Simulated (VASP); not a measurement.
A run of VASP 6.6.1 is set up as follows.

Contents of INCAR:

```
SYSTEM = V
  PREC = Accurate
  ENCUT = 520
  EDIFF = 1E-6
  ISMEAR = -1
  SIGMA = 0.05
  LREAL = .False.
  LASPH = .True.
  NELM = 150
  ALGO = Normal
  ISIF = 2
  LWAVE = .False.
  LCHARG = .False.
  ISPIN = 2
  MAGMOM = 1
  LORBIT = 11
  LMAXMIX = 4
  GGA = PE
  NBANDS = 16
```

Contents of KPOINTS:

```
Automatic mesh
0
Gamma
  16 16 16
  0 0 0
```

POSCAR

```
V
1.0
    0.0000000000      1.9085706461      1.9085706461
    1.9085706461      0.0000000000      1.9085706461
    1.9085706461      1.9085706461      0.0000000000
V
1
Direct
    0.0000000000      0.0000000000      0.0000000000
```

Potentials or basis: VASP PAW PBE potentials, release 64 (V_sv).

Run with:

```bash
$ cat potpaw_PBE.64/V_sv/POTCAR > POTCAR
$ mpirun -np 1 vasp_std > vasp.out
```

(1) Predict the pressure.

(2) What does it give for the net moment?

## Answers

(1) 0.2 GPa.

(2) 0.00 μB per cell.

Caveat: the moments typed at the start vanished in this run.
